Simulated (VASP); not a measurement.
# ZnO (P6_3mc) in VASP: a series of runs

Runs on ZnO. Level: PBE. Tasks: single point.

All numbers are computed with VASP 6.6.1; they aren't measurements. Logs are shortened: lines on timing, memory, paths and dates and some standing lists are left out, and cuts for length are marked.

## Step 1: The cell of the first run

The structure is hexagonal, space group P6_3mc (No. 186). Conventional cell: a = 3.148 Å, b = 3.148 Å, c = 5.420 Å, α = 90.00°, β = 90.00°, γ = 120.00°. Zn (site symmetry 3m) has 4 O at 1.95 to 2.00 Å within 2.6 Å. O (site symmetry 3m) has 4 Zn at 1.95 to 2.00 Å within 2.6 Å.

## Step 2: Single point, PBE (biaxial strain in the a-b plane: -4.0 %)

INCAR reads:

```
SYSTEM = ZnO
ALGO     = Normal         ! electronic algorithm
EDIFF    = 1E-7           ! SCF threshold, eV
ENCUT    = 520            ! plane-wave cutoff, eV
GGA      = PE             ! functional
ISIF     = 2              ! what is computed and relaxed
ISMEAR   = 0              ! smearing method
LASPH    = .TRUE.         ! aspherical terms in the spheres
LCHARG   = .FALSE.        ! write CHGCAR
LREAL    = .FALSE.        ! projectors in reciprocal space
LWAVE    = .FALSE.        ! write WAVECAR
NBANDS   = 26             ! bands
NELM     = 100            ! most SCF steps
PREC     = Accurate       ! precision mode
SIGMA    = 0.02           ! smearing width, eV
```

KPOINTS reads:

```
k-points
0
G
  12 12 6
  0 0 0
```

POSCAR reads:

```
ZnO
1.0
    3.1482151247      0.0000000000      0.0000000000
   -1.5741075623      2.7264342746      0.0000000000
    0.0000000000      0.0000000000      5.4202707983
Zn O
2 2
Direct
    0.6666666667      0.3333333333      0.5053265989
    0.3333333333      0.6666666667      0.0053265989
    0.6666666667      0.3333333333      0.8749834011
    0.3333333333      0.6666666667      0.3749834011
```

Potentials or basis: VASP PAW PBE potentials, release 64 (Zn, O).

Launch:

```sh
$ cat potpaw_PBE.64/Zn/POTCAR potpaw_PBE.64/O/POTCAR > POTCAR
$ mpirun -np 1 vasp_std > vasp.out
```

OUTCAR:

```text
SYSTEM = ZnO
   EDIFF = 1E-7
   ENCUT = 520
   GGA = PE
   ISIF = 2
   ISMEAR = 0
   LASPH = .TRUE.
   LREAL = .FALSE.
   NELM = 100
   PREC = Accurate

 ion  position               nearest neighbor table
   1  0.667  0.333  0.505-   4 1.95   4 1.95   4 1.95   3 2.00
   2  0.333  0.667  0.005-   3 1.95   3 1.95   3 1.95   4 2.00
   3  0.667  0.333  0.875-   2 1.95   2 1.95   2 1.95   1 2.00
   4  0.333  0.667  0.375-   1 1.95   1 1.95   1 1.95   2 2.00

  LATTYP: Found a hexagonal cell.
 ALAT       =     3.1482151247
 C/A-ratio  =     1.7216964482

  Lattice vectors:

 A1 = (   3.1482151247,   0.0000000000,   0.0000000000)
 A2 = (  -1.5741075623,   2.7264342746,   0.0000000000)
 A3 = (   0.0000000000,   0.0000000000,   5.4202707983)

Analysis of symmetry for initial positions (statically):
=====================================================================
 Subroutine PRICEL returns:
 Original cell was already a primitive cell.

 Routine SETGRP: Setting up the symmetry group for a
 hexagonal supercell.

 Subroutine GETGRP returns: Found 12 space group operations
 (whereof  6 operations were pure point group operations)
 out of a pool of 24 trial point group operations.

The static configuration has the point symmetry C_3v.
 The point group associated with its full space group is C_6v.

Analysis of symmetry for dynamics (positions and initial velocities):
=====================================================================
 Subroutine PRICEL returns:
 Original cell was already a primitive cell.

 Routine SETGRP: Setting up the symmetry group for a
 hexagonal supercell.

 Subroutine GETGRP returns: Found 12 space group operations
 (whereof  6 operations were pure point group operations)
 out of a pool of 24 trial point group operations.

The dynamic configuration has the point symmetry C_3v.
 The point group associated with its full space group is C_6v.

 Subroutine INISYM returns: Found 12 space group operations
 (whereof  6 operations are pure point group operations),
 and found     1 'primitive' translations

----------------------------------------------------------------------------------------

                                     Primitive cell

  volume of cell :      46.5244

  direct lattice vectors                    reciprocal lattice vectors
     3.148215125  0.000000000  0.000000000     0.317640301  0.183389713  0.000000000
    -1.574107562  2.726434275  0.000000000     0.000000000  0.366779427  0.000000000
     0.000000000  0.000000000  5.420270798     0.000000000  0.000000000  0.184492627

  length of vectors
     3.148215125  3.148215125  5.420270798     0.366779427  0.366779427  0.184492627

  position of ions in fractional coordinates (direct lattice)
     0.666666667  0.333333333  0.505326599
     0.333333333  0.666666667  0.005326599
     0.666666667  0.333333333  0.874983401
     0.333333333  0.666666667  0.374983401

  ion indices of the primitive-cell ions
   primitive index   ion index
                 1           1
                 2           2
                 3           3
                 4           4

----------------------------------------------------------------------------------------

 KPOINTS: k-points

Automatic generation of k-mesh.
 Grid dimensions read from file:
 generate k-points for:   12   12    6

 Generating k-lattice:

  Cartesian coordinates                     Fractional coordinates (reciprocal lattice)
     0.026470025  0.015282476  0.000000000     0.083333333  0.000000000  0.000000000
     0.000000000  0.030564952  0.000000000     0.000000000  0.083333333  0.000000000
     0.000000000  0.000000000  0.030748771     0.000000000  0.000000000  0.166666667

  Length of vectors
     0.030564952  0.030564952  0.030748771

  Shift w.r.t. Gamma in fractional coordinates (k-lattice)
     0.000000000  0.000000000  0.000000000

 Subroutine IBZKPT returns following result:
 ===========================================

 Found     76 irreducible k-points:

 Following reciprocal coordinates:
            Coordinates               Weight
  0.000000  0.000000  0.000000      1.000000
  0.083333  0.000000  0.000000      6.000000
  0.166667  0.000000  0.000000      6.000000
  0.250000  0.000000  0.000000      6.000000
  0.333333  0.000000  0.000000      6.000000
  0.416667  0.000000  0.000000      6.000000
[... 16 lines left out ...]
  0.250000  0.000000  0.166667     12.000000
  0.333333  0.000000  0.166667     12.000000
 [... further k-points ...]
   k-points           NKPTS =     76   k-points in BZ     NKDIM =     76   number of bands    NBANDS=     26
   number of dos      NEDOS =    301   number of ions     NIONS =      4
   total plane-waves  NPLWV =  23040
   dimension x,y,z NGX =    24 NGY =   24 NGZ =   40
   dimension x,y,z NGXF=    48 NGYF=   48 NGZF=   80
   ions per type =               2   2
   NGX,Y,Z   is equivalent  to a cutoff of  12.67, 12.67, 12.27 a.u.
   NGXF,Y,Z  is equivalent  to a cutoff of  25.35, 25.35, 24.54 a.u.
 SYSTEM =  ZnO
   PREC   = accura    normal or accurate (medium, high low for compatibility)
   ISTART =      0    job   : 0-new  1-cont  2-samecut
   ICHARG =      2    charge: 1-file 2-atom 10-const
   ISPIN  =      1    spin polarized calculation?
   LNONCOLLINEAR =      F non collinear calculations
   LSORBIT =      F    spin-orbit coupling
   LASPH  =      T    aspherical Exc in radial PAW
   ENCUT  =  520.0 eV  38.22 Ry    6.18 a.u.   5.85  5.85 10.08*2*pi/ulx,y,z
   NELM   =    100;   NELMIN=  2; NELMDL= -5     # of ELM steps
   EDIFF  = 0.1E-06   stopping-criterion for ELM
   LREAL  =      F    real-space projection
   EDIFFG = 0.1E-05   stopping-criterion for IOM
   NSW    =      0    number of steps for IOM
   IBRION =     -1    ionic relax: 0-MD 1-quasi-New 2-CG
   NFREE  =      0    steps in history (QN), initial steepest desc. (CG)
   ISIF   =      2    stress and relaxation
   ISYM   =      2    0-nonsym 1-usesym 2-fastsym
   POTIM  = 0.5000    time-step for ionic-motion
   TEBEG  =    0.0;   TEEND  =   0.0 temperature during run
   PSTRESS=    0.0 pullay stress
   NELECT =      36.0000    total number of electrons
   NUPDOWN=      -1.0000    fix difference up-down
   EMIN   =  10.00;   EMAX   =-10.00  energy-range for DOS
   EFERMI =   0.00;   METHOD = LEGACY
   ISMEAR =     0;   SIGMA  =   0.02  broadening in eV -4-tet -1-fermi 0-gaus
   EFERMI_NEDOS =   21; number of points for ismear=-14 and -15
   IALGO  =     38    algorithm
   IMIX   =      4    mixing-type and parameters
     AMIX     =   0.40;   BMIX     =  1.00
     AMIX_MAG =   1.60;   BMIX_MAG =  1.00
  volume/ion in A,a.u.               =      11.63        78.49
  Fermi-wavevector in a.u.,A,eV,Ry     =   1.502965  2.840192 30.734251  2.258904
  Thomas-Fermi vector in A             =   2.614137
   LORBIT       =      0    0 simple, 1 ext, 2 COOP (PROOUT), +10 PAW based schemes
   GGA     = PE    functional components
   LHFCALC =     F    Hartree Fock is set to
   AEXX    =    0.0000 exact exchange contribution
   IVDW    =     0    specifies the selected vdW correction
   LEPSILON=     F    determine dielectric tensor
   LRPA    =     F    only Hartree local field effects (RPA)
 non-spin polarized calculation
 Gauss-broadening in eV      SIGMA  =   0.02
  energy-cutoff  :      520.00
  volume of cell :       46.52
 maximum number of plane-waves:      1275
 NGX is ok and might be reduce to    24
   NGX = 11   NGY = 11   NGZ = 21

 number of electron      35.9999954 magnetization

 Free energy of the ion-electron system (eV)
  ---------------------------------------------------
  ext. energy  EPLUGINS =         0.00000000
  ---------------------------------------------------
  free energy    TOTEN  =       -17.71627735 eV

  energy without entropy =      -17.71627735  energy(sigma->0) =      -17.71627735

 E-fermi :   1.5974     XC(G=0): -11.0419

 val. band max:        1.4638339802   @ k =   0.0000   0.0000   0.0000
 cond. band min:       2.1510731650   @ k =   0.0000   0.0000   0.0000
 fundamental gap:      0.6872391848
 Fermi energy:         1.5974312892

 k-point     1 :       0.0000    0.0000    0.0000
  band No.  band energies     occupation
      1     -16.8614      2.00000
      2     -16.1979      2.00000
      3      -4.6227      2.00000
      4      -4.4681      2.00000
      5      -4.3802      2.00000
      6      -4.3802      2.00000
[... 18 lines left out ...]
     25      16.2663      0.00000
     26      16.2663      0.00000

 k-point     2 :       0.0833    0.0000    0.0000
  band No.  band energies     occupation
      1     -16.8181      2.00000
      2     -16.1746      2.00000
      3      -4.5563      2.00000
      4      -4.4420      2.00000
      5      -4.4209      2.00000
      6      -4.3581      2.00000
[... 18 lines left out ...]
     25      15.6476      0.00000
     26      16.3242      0.00000

 k-point     3 :       0.1667    0.0000    0.0000
  band No.  band energies     occupation
      1     -16.6972      2.00000
      2     -16.1118      2.00000
      3      -4.5798      2.00000
      4      -4.3806      2.00000
      5      -4.3179      2.00000
      6      -4.3011      2.00000
[... 18 lines left out ...]
     25      15.2162      0.00000
     26      16.2731      0.00000

 k-point     4 :       0.2500    0.0000    0.0000
  band No.  band energies     occupation
      1     -16.5226      2.00000
      2     -16.0293      2.00000
      3      -4.7070      2.00000
      4      -4.3659      2.00000
      5      -4.2339      2.00000
      6      -4.1565      2.00000
[... 18 lines left out ...]
     25      15.2571      0.00000
     26      16.0394      0.00000
[... 496 lines left out ...]
      1     -16.6597      2.00000
      2     -16.1528      2.00000
      3      -4.6230      2.00000
      4      -4.4938      2.00000
      5      -4.3233      2.00000
      6      -4.2883      2.00000
[... 18 lines left out ...]
     25      15.2307      0.00000
     26      16.1125      0.00000

 k-point    23 :       0.2500    0.0000    0.1667
  band No.  band energies     occupation
      1     -16.4904      2.00000
      2     -16.0631      2.00000
      3      -4.7355      2.00000
      4      -4.4672      2.00000
      5      -4.2165      2.00000
      6      -4.1797      2.00000
[... 18 lines left out ...]
     25      15.2775      0.00000
     26      15.9501      0.00000

 k-point    24 :       0.3333    0.0000    0.1667
  band No.  band energies     occupation
      1     -16.3068      2.00000
      2     -15.9799      2.00000
      3      -4.8014      2.00000
      4      -4.5008      2.00000
      5      -4.1595      2.00000
      6      -4.0082      2.00000
[... 18 lines left out ...]
     25      15.0910      0.00000
     26      15.9517      0.00000

 [... further k-points ...]
[... 5 lines left out ...]
  --------------------------------------------------------------------------------------
  -------------------------------------------------------------------------------------
  Total        3.8680029      3.8680029      0.6360093      0.0000000      0.0000000      0.0000000
  in kB      133.2039029    133.2039029     21.9024972      0.0000000      0.0000000      0.0000000
  external PRESSURE =      96.1034343 kB  Pullay stress =       0.0000000 kB

 VOLUME and BASIS-vectors are now :
 -----------------------------------------------------------------------------
  energy-cutoff  :      520.00
  volume of cell :       46.52
      direct lattice vectors                 reciprocal lattice vectors
     3.148215125  0.000000000  0.000000000     0.317640301  0.183389713  0.000000000
    -1.574107562  2.726434275  0.000000000     0.000000000  0.366779427  0.000000000
     0.000000000  0.000000000  5.420270798     0.000000000  0.000000000  0.184492627

 POSITION                                       TOTAL-FORCE (eV/Angst)
 -----------------------------------------------------------------------------------
      1.57411      0.90881      2.73901        -0.000000     -0.000000      0.301144
     -0.00000      1.81762      0.02887        -0.000000      0.000000      0.301144
      1.57411      0.90881      4.74265        -0.000000     -0.000000     -0.301144
     -0.00000      1.81762      2.03251         0.000000      0.000000     -0.301144
 -----------------------------------------------------------------------------------
    total drift:                                0.000000      0.000001     -0.001268

  FREE ENERGIE OF THE ION-ELECTRON SYSTEM (eV)
  ---------------------------------------------------
  free  energy   TOTEN  =       -17.7162773507 eV

  energy  without entropy=      -17.7162773507  energy(sigma->0) =      -17.71627735
```

Run time: 67 s. Hardware: 1 thread of Intel Xeon 6975P-C, shared host; peak memory 0.21 GiB.

Results:

```yaml
Free_energy: -17.7163 eV
Pressure: 9.6 GPa
Largest_force: 0.301 eV/Å
Band_gap_on_the_k_mesh: 0.69 eV, direct
```

Forces on the atoms (eV/Å):
```
Zn   0.000  0.000  0.301
Zn   0.000  0.000  0.301
O    0.000  0.000 -0.301
O    0.000  0.000 -0.301
```

Caveat: the cell differs from its parent crystal (biaxial strain in the a-b plane: -4.0 %).

## Step 3: Single point, PBE (biaxial strain in the a-b plane: -4.0 %, then relaxed in part)

INCAR reads:

```
PREC = Accurate
ENCUT = 520
EDIFF = 1E-6
ISMEAR = 0
SIGMA = 0.02
LREAL = False
LASPH = True
NELM = 100
ALGO = Normal
ISIF = 2
LWAVE = False
LCHARG = True
GGA = PE
LELF = True
LVHAR = True
NBANDS = 26
```

KPOINTS reads:

```
Automatic mesh
0
Gamma
  12 12 6
```

POSCAR reads:

```
ZnO
1.0
    3.1482151247      0.0000000000      0.0000000000
   -1.5741075623      2.7264342746      0.0000000000
    0.0000000000      0.0000000000      5.4828151201
Zn O
2 2
Direct
    0.6666666667      0.3333333333      0.5100107311
    0.3333333333      0.6666666667      0.0100107311
    0.6666666667      0.3333333333      0.8702992689
    0.3333333333      0.6666666667      0.3702992689
```

Potentials or basis: VASP PAW PBE potentials, release 64 (Zn, O).

Launch:

```sh
$ cat potpaw_PBE.64/Zn/POTCAR potpaw_PBE.64/O/POTCAR > POTCAR
$ mpirun -np 1 vasp_std > vasp.out
```

Run time: 64 s. Hardware: 1 thread of Intel Xeon 6975P-C, shared host; peak memory 0.21 GiB.

Results (log left out):

- Free energy: -17.7390 eV
- Pressure: 7.0 GPa
- Largest force: 0.017 eV/Å
- Band gap on the k mesh: 0.66 eV, direct

Forces in eV/Å, atoms in the order of the input:
```
Zn   0.000  0.000  0.017
Zn   0.000  0.000  0.017
O    0.000  0.000 -0.017
O    0.000  0.000 -0.017
```

Stress tensor (GPa, compression positive):
```
10.00  0.00  0.00
 0.00 10.00  0.00
 0.00  0.00  1.11
```

Levels at points of the mesh, in eV from the valence-band top:
```csv
k point,band 15,band 16,band 17,band 18,band 19,band 20,band 21,band 22
"(0.00, 0.00, 0.00)",-0.78,-0.22,0.00,0.00,0.66,5.57,7.61,12.76
"(0.50, 0.00, 0.00)",-2.93,-2.12,-1.55,-0.71,5.81,6.86,6.94,8.89
"(0.00, 0.00, 0.50)",-0.39,-0.39,-0.39,-0.39,3.35,3.35,9.73,9.73
"(0.50, 0.00, 0.50)",-1.71,-1.71,-1.38,-1.38,5.49,5.49,8.47,8.47
```

Caveat: the cell differs from its parent crystal (biaxial strain in the a-b plane: -4.0 %, then relaxed in part).

## Step 4: Single point, PBE

This run uses another cell than the first one, of 11.77 Å³/atom, 1.012 times its volume.

INCAR reads:

```
SYSTEM = ZnO
PREC = Accurate
ENCUT = 520
EDIFF = 1E-7
ISMEAR = 0
SIGMA = 0.02
LREAL = .FALSE.
LASPH = .TRUE.
NELM = 100
ALGO = Normal
ISIF = 2
LWAVE = .FALSE.
LCHARG = .FALSE.
GGA = PE
NBANDS = 26
```

KPOINTS reads:

```
Automatic mesh
0
G
  12 12 6
  0 0 0
```

POSCAR is that of step 3.

Launch:

```sh
$ cat potpaw_PBE.64/Zn/POTCAR potpaw_PBE.64/O/POTCAR > POTCAR
$ mpirun -np 1 vasp_std > vasp.out
```

It took 69 s on 1 thread of Intel Xeon 6975P-C, shared host; peak memory 0.21 GiB.

The run converged. Its results:

| Quantity | Value |
| --- | --- |
| Free energy | -17.7390 eV |
| Pressure | 7.0 GPa |
| Largest force | 0.017 eV/Å |
| Band gap on the k mesh | 0.66 eV, direct |

Forces in eV/Å, atoms in the order of the input:
```
Zn   0.000  0.000  0.017
Zn   0.000  0.000  0.017
O    0.000  0.000 -0.017
O    0.000  0.000 -0.017
```

Stress tensor (GPa, compression positive):
```
9.99 0.00 0.00
0.00 9.99 0.00
0.00 0.00 1.10
```

Levels at points of the mesh, in eV from the valence-band top:
```csv
k point,band 16,band 17,band 18,band 19,band 20,band 21
"(0.00, 0.00, 0.00)",-0.22,0.00,0.00,0.66,5.57,7.61
"(0.50, 0.00, 0.00)",-2.12,-1.55,-0.71,5.81,6.86,6.94
"(0.00, 0.00, 0.50)",-0.39,-0.39,-0.39,3.35,3.35,9.73
"(0.50, 0.00, 0.50)",-1.71,-1.38,-1.38,5.49,5.49,8.47
```
